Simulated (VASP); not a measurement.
# NbBiF (P-6m2) in VASP: relaxation of cell and atoms with PBE

Aim: the relaxation of cell and atoms of NbBiF with PBE.

Program: VASP 6.6.1. These are calculated values, not measurements. Logs are shortened: lines on timing, memory, paths and dates and some standing lists are left out, and cuts for length are marked.

## (1) The cell of the first run

It takes space group P-6m2 (No. 187, hexagonal). Conventional cell: a = 4.835 Å, b = 4.835 Å, c = 3.102 Å, α = 90.00°, β = 90.00°, γ = 120.00°. Nb (site symmetry -6m2) has 3 Bi at 2.79 Å and 2 Nb at 3.10 Å and 6 F at 3.19 Å within 3.7 Å. Within 3.7 Å of Bi (site symmetry -6m2) lie 3 Nb at 2.79 Å and 2 Bi at 3.10 Å and 6 F at 3.19 Å. F (site symmetry -6m2) has 2 F at 3.10 Å and 6 Nb at 3.19 Å and 6 Bi at 3.19 Å within 4.1 Å.

The cell was generated, and may not be a known phase.

## (2) Relaxation of cell and atoms, PBE, collinear spin

INCAR

```
PREC     = Accurate       # precision mode
ENCUT    = 600            # plane-wave cutoff, eV
EDIFF    = 1E-6           # SCF threshold, eV
ISMEAR   = 0              # smearing method
SIGMA    = 0.1            # smearing width, eV
LREAL    = F              # projectors in reciprocal space
LASPH    = T              # aspherical terms in the spheres
NELM     = 150            # most SCF steps
ALGO     = Normal         # electronic algorithm
ISIF     = 3              # what is computed and relaxed
LWAVE    = F              # write WAVECAR
LCHARG   = F              # write CHGCAR
ISPIN    = 2              # spin polarisation
MAGMOM   = 0.32 0 0       # initial moments
LORBIT   = 11             # projections on sites
LMAXMIX  = 4              # l up to which the mixer works
GGA      = PE             # functional
IBRION   = 2              # ionic algorithm
NSW      = 90             # ionic steps
EDIFFG   = -0.04          # ionic threshold
```

KPOINTS

```
Automatic mesh
0
Gamma
  6 6 6
```

POSCAR

```
NbBiF
1.0
    4.8353056494      0.0000000000      0.0000000000
   -2.4176528247      4.1874975274      0.0000000000
    0.0000000000      0.0000000000      3.1017097370
Nb Bi F
1 1 1
Direct
    0.3333333333      0.6666666667      0.5000000000
    0.6666666667      0.3333333333      0.5000000000
    0.0000000000      0.0000000000      0.0000000000
```

Potentials or basis: VASP PAW PBE potentials, release 64 (Nb_sv, Bi_d, F).

Started as:

```sh
$ cat potpaw_PBE.64/Nb_sv/POTCAR potpaw_PBE.64/Bi_d/POTCAR potpaw_PBE.64/F/POTCAR > POTCAR
$ mpirun -np 1 vasp_std > vasp.out
```

OUTCAR:

```text
PREC = Accurate
   ENCUT = 600
   EDIFF = 1E-6
   ISMEAR = 0
   LREAL = F
   LASPH = T
   NELM = 150
   ISIF = 3
   ISPIN = 2
   LORBIT = 11
   GGA = PE
   IBRION = 2
   NSW = 90
   EDIFFG = -0.04

 ion  position               nearest neighbor table
   1  0.333  0.667  0.500-   2 2.79   2 2.79   2 2.79
   2  0.667  0.333  0.500-   1 2.79   1 2.79   1 2.79
   3  0.000  0.000  0.000-

  LATTYP: Found a hexagonal cell.
 ALAT       =     4.8353056494
 C/A-ratio  =     0.6414712868

  Lattice vectors:

 A1 = (   4.8353056494,   0.0000000000,   0.0000000000)
 A2 = (  -2.4176528247,   4.1874975274,   0.0000000000)
 A3 = (   0.0000000000,   0.0000000000,   3.1017097370)

Analysis of symmetry for initial positions (statically):
=====================================================================
 Subroutine PRICEL returns:
 Original cell was already a primitive cell.

 Routine SETGRP: Setting up the symmetry group for a
 hexagonal supercell.

 Subroutine GETGRP returns: Found 12 space group operations
 (whereof 12 operations were pure point group operations)
 out of a pool of 24 trial point group operations.

The static configuration has the point symmetry D_3h.

Analysis of symmetry for dynamics (positions and initial velocities):
=====================================================================
 Subroutine PRICEL returns:
 Original cell was already a primitive cell.

 Routine SETGRP: Setting up the symmetry group for a
 hexagonal supercell.

 Subroutine GETGRP returns: Found 12 space group operations
 (whereof 12 operations were pure point group operations)
 out of a pool of 24 trial point group operations.

The dynamic configuration has the point symmetry D_3h.

Analysis of structural, dynamic, and magnetic symmetry:
=====================================================================
 Subroutine PRICEL returns:
 Original cell was already a primitive cell.

 Routine SETGRP: Setting up the symmetry group for a
 hexagonal supercell.

 Subroutine GETGRP returns: Found 12 space group operations
 (whereof 12 operations were pure point group operations)
 out of a pool of 24 trial point group operations.

The overall configuration has the point symmetry D_3h.

 Subroutine INISYM returns: Found 12 space group operations
 (whereof 12 operations are pure point group operations),
 and found     1 'primitive' translations

----------------------------------------------------------------------------------------

                                     Primitive cell

  volume of cell :      62.8029

  direct lattice vectors                    reciprocal lattice vectors
     4.835305649  0.000000000  0.000000000     0.206812159  0.119403056  0.000000000
    -2.417652825  4.187497527  0.000000000     0.000000000  0.238806111  0.000000000
     0.000000000  0.000000000  3.101709737     0.000000000  0.000000000  0.322402831

  length of vectors
     4.835305649  4.835305649  3.101709737     0.238806111  0.238806111  0.322402831

  position of ions in fractional coordinates (direct lattice)
     0.333333333  0.666666667  0.500000000
     0.666666667  0.333333333  0.500000000
     0.000000000  0.000000000  0.000000000

  ion indices of the primitive-cell ions
   primitive index   ion index
                 1           1
                 2           2
                 3           3

----------------------------------------------------------------------------------------

 KPOINTS: Automatic mesh

Automatic generation of k-mesh.
 Grid dimensions read from file:
 generate k-points for:    6    6    6

 Generating k-lattice:

  Cartesian coordinates                     Fractional coordinates (reciprocal lattice)
     0.034468693  0.019900509  0.000000000     0.166666667 -0.000000000  0.000000000
     0.000000000  0.039801019  0.000000000     0.000000000  0.166666667  0.000000000
     0.000000000  0.000000000  0.053733805     0.000000000  0.000000000  0.166666667

  Length of vectors
     0.039801019  0.039801019  0.053733805

  Shift w.r.t. Gamma in fractional coordinates (k-lattice)
     0.000000000  0.000000000  0.000000000

 Subroutine IBZKPT returns following result:
 ===========================================

 Found     28 irreducible k-points:

 Following reciprocal coordinates:
            Coordinates               Weight
  0.000000  0.000000  0.000000      1.000000
  0.166667  0.000000  0.000000      6.000000
  0.333333  0.000000  0.000000      6.000000
  0.500000  0.000000  0.000000      3.000000
  0.166667  0.166667  0.000000      6.000000
  0.333333  0.166667  0.000000     12.000000
[... 16 lines left out ...]
  0.166667  0.000000  0.500000      6.000000
  0.333333  0.000000  0.500000      6.000000
 [... further k-points ...]
   k-points           NKPTS =     28   k-points in BZ     NKDIM =     28   number of bands    NBANDS=     21
   number of dos      NEDOS =    301   number of ions     NIONS =      3
   total plane-waves  NPLWV =  44800
   dimension x,y,z NGX =    40 NGY =   40 NGZ =   28
   dimension x,y,z NGXF=    80 NGYF=   80 NGZF=   56
   ions per type =               1   1   1
   NGX,Y,Z   is equivalent  to a cutoff of  13.75, 13.75, 15.01 a.u.
   NGXF,Y,Z  is equivalent  to a cutoff of  27.51, 27.51, 30.01 a.u.
 SYSTEM =  unknown system
   PREC   = accura    normal or accurate (medium, high low for compatibility)
   ISTART =      0    job   : 0-new  1-cont  2-samecut
   ICHARG =      2    charge: 1-file 2-atom 10-const
   ISPIN  =      2    spin polarized calculation?
   LNONCOLLINEAR =      F non collinear calculations
   LSORBIT =      F    spin-orbit coupling
   LASPH  =      T    aspherical Exc in radial PAW
   ENCUT  =  600.0 eV  44.10 Ry    6.64 a.u.   9.66  9.66  6.19*2*pi/ulx,y,z
   NELM   =    150;   NELMIN=  2; NELMDL= -5     # of ELM steps
   EDIFF  = 0.1E-05   stopping-criterion for ELM
   LREAL  =      F    real-space projection
   EDIFFG = -.4E-01   stopping-criterion for IOM
   NSW    =     90    number of steps for IOM
   IBRION =      2    ionic relax: 0-MD 1-quasi-New 2-CG
   NFREE  =      1    steps in history (QN), initial steepest desc. (CG)
   ISIF   =      3    stress and relaxation
   ISYM   =      2    0-nonsym 1-usesym 2-fastsym
   POTIM  = 0.5000    time-step for ionic-motion
   TEBEG  =    0.0;   TEEND  =   0.0 temperature during run
   PSTRESS=    0.0 pullay stress
   NELECT =      35.0000    total number of electrons
   NUPDOWN=      -1.0000    fix difference up-down
   EMIN   =  10.00;   EMAX   =-10.00  energy-range for DOS
   EFERMI =   0.00;   METHOD = LEGACY
   ISMEAR =     0;   SIGMA  =   0.10  broadening in eV -4-tet -1-fermi 0-gaus
   EFERMI_NEDOS =   21; number of points for ismear=-14 and -15
   IALGO  =     38    algorithm
   IMIX   =      4    mixing-type and parameters
     AMIX     =   0.40;   BMIX     =  1.00
     AMIX_MAG =   1.60;   BMIX_MAG =  1.00
  volume/ion in A,a.u.               =      20.93       141.27
  Fermi-wavevector in a.u.,A,eV,Ry     =   1.347217  2.545871 24.694496  1.814994
  Thomas-Fermi vector in A             =   2.474986
   LORBIT       =     11    0 simple, 1 ext, 2 COOP (PROOUT), +10 PAW based schemes
   GGA     = PE    functional components
   LHFCALC =     F    Hartree Fock is set to
   AEXX    =    0.0000 exact exchange contribution
   IVDW    =     0    specifies the selected vdW correction
   LEPSILON=     F    determine dielectric tensor
   LRPA    =     F    only Hartree local field effects (RPA)
 conjugate gradient relaxation of ions
 spin polarized calculation
 Gauss-broadening in eV      SIGMA  =   0.10
  energy-cutoff  :      600.00
  volume of cell :       62.80
 maximum number of plane-waves:      2119
 NGX is ok and might be reduce to    40
   NGX = 19   NGY = 19   NGZ = 13

--------------------------------------- Ionic step        1  -------------------------------------------

 number of electron      34.9999993 magnetization       0.2015646

 Free energy of the ion-electron system (eV)
  ---------------------------------------------------
  ext. energy  EPLUGINS =         0.00000000
  ---------------------------------------------------
  free energy    TOTEN  =       -16.12407127 eV

  energy without entropy =      -16.10928238  energy(sigma->0) =      -16.11667682

------------------------ aborting loop because EDIFF is reached ----------------------------------------

  FORCE on cell =-STRESS in cart. coord.  units (eV):
  Direction    XX          YY          ZZ          XY          YZ          ZX
  --------------------------------------------------------------------------------------
  -------------------------------------------------------------------------------------
  Total        0.9120399      0.9120399     -2.8446732      0.0000000     -0.0000000      0.0000000
  in kB       23.2672346     23.2672346    -72.5710352      0.0000000     -0.0000000      0.0000000
  external PRESSURE =      -8.6788553 kB  Pullay stress =       0.0000000 kB
[... 170 lines left out ...]
  energy  without entropy=      -16.1892084807  energy(sigma->0) =      -16.19561078

--------------------------------------- Ionic step        6  -------------------------------------------

 number of electron      35.0000001 magnetization       0.2915301

 Free energy of the ion-electron system (eV)
  ---------------------------------------------------
  ext. energy  EPLUGINS =         0.00000000
  ---------------------------------------------------
  free energy    TOTEN  =       -16.20227640 eV

  energy without entropy =      -16.18953936  energy(sigma->0) =      -16.19590788

 E-fermi :   7.0359     XC(G=0): -10.6507

 val. band max:        7.0356924550   @ k =   0.1667   0.1667   0.5000
 cond. band min:       7.0655025819   @ k =   0.3333   0.0000   0.5000
 fundamental gap:      0.0298101269
 Fermi energy:         7.0358542829

 spin component 1

 k-point     1 :       0.0000    0.0000    0.0000
  band No.  band energies     occupation
      1     -48.4421      1.00000
      2     -24.5801      1.00000
      3     -24.5801      1.00000
      4     -24.0337      1.00000
      5     -15.8971      1.00000
      6     -15.3042      1.00000
[... 550 lines left out ...]
      5     -15.5445      1.00000
      6     -15.5373      1.00000
[... 13 lines left out ...]
     20       8.5181      0.00000
     21       9.9752      0.00000

 [... further k-points ...]

 spin component 2

 k-point     1 :       0.0000    0.0000    0.0000
  band No.  band energies     occupation
      1     -48.2981      1.00000
      2     -24.4199      1.00000
      3     -24.4199      1.00000
      4     -23.8563      1.00000
      5     -15.8964      1.00000
      6     -15.3061      1.00000
[... 550 lines left out ...]
      5     -15.5464      1.00000
      6     -15.5394      1.00000
[... 13 lines left out ...]
     20       8.6487      0.00000
     21      10.0501      0.00000

 [... further k-points ...]

------------------------ aborting loop because EDIFF is reached ----------------------------------------

  FORCE on cell =-STRESS in cart. coord.  units (eV):
  Direction    XX          YY          ZZ          XY          YZ          ZX
  --------------------------------------------------------------------------------------
  -------------------------------------------------------------------------------------
  Total        0.0127485      0.0127485     -0.0266899     -0.0000000      0.0000000      0.0000000
  in kB        0.3328210      0.3328210     -0.6967825     -0.0000000      0.0000000      0.0000000
  external PRESSURE =      -0.0103802 kB  Pullay stress =       0.0000000 kB
[... 18 lines left out ...]
  FREE ENERGIE OF THE ION-ELECTRON SYSTEM (eV)
  ---------------------------------------------------
  free  energy   TOTEN  =       -16.2022763978 eV

  energy  without entropy=      -16.1895393586  energy(sigma->0) =      -16.19590788

 reached required accuracy - stopping structural energy minimisation

 total charge

# of ion       s       p       d       tot
------------------------------------------
    1        2.181   5.936   2.452  10.569
    2        1.481   1.584   9.937  13.002
    3        1.742   4.249   0.000   5.991
--------------------------------------------------
tot          5.404  11.769  12.389  29.562

 magnetization (x)

# of ion       s       p       d       tot
------------------------------------------
    1        0.002   0.001   0.208   0.212
    2       -0.002  -0.006   0.002  -0.005
    3        0.000   0.011   0.000   0.011
--------------------------------------------------
tot          0.001   0.006   0.211   0.217
```

Run time: 3.6 min. Hardware: 1 thread of Intel Xeon Platinum 8488C (Sapphire Rapids), shared host; peak memory 0.29 GiB.

Results:

```yaml
Free_energy: -16.2023 eV
Relaxed_volume: 20.46 Å³/atom
Relaxed_cell: a = 4.888 Å, b = 4.888 Å, c = 2.967 Å, α = 90.00°, β = 90.00°, γ = 120.00°
Space_group_after_relaxing_to_0.1_Å: P-6m2 (No. 187)
Energy_gained_by_relaxing: 26.1 meV/atom
Ionic_steps: 6
Pressure_after_relaxing: 0.0 GPa
Net_moment: 0.29 μB per cell
Site_moments: Nb +0.21; Bi -0.01; F +0.01 μB
Valence_electrons_inside_the_program's_atomic_spheres: Nb 10.57; Bi 13.00; F 5.99
```

Step by step:
| step | energy change (eV) | largest force (eV/Å) | pressure (GPa) | volume (Å³) |
| --- | --- | --- | --- | --- |
| 1 | 0.0000 | 0.0000 | -0.87 | 62.80 |
| 2 | -0.0768 | 0.0000 | -0.52 | 61.70 |
| 3 | -0.0774 | 0.0000 | -0.56 | 61.79 |
| 4 | -0.0774 | 0.0000 | -0.60 | 61.81 |
| 5 | -0.0779 | 0.0000 | 0.36 | 61.13 |
| 6 | -0.0782 | 0.0000 | 0.00 | 61.37 |

Final structure:
```
Nb Bi F
1.0
     4.88750    0.00000    0.00000
    -2.44375    4.23270    0.00000
     0.00000    0.00000    2.96657
Nb Bi F
1 1 1
Cartesian
  0.0000 2.8218 1.4833
  2.4438 1.4109 1.4833
  0.0000 0.0000 0.0000
```

Caveat: a moment this small can come from the mesh or the smearing; spin-orbit coupling is left out, which moves the levels of the heavy elements.
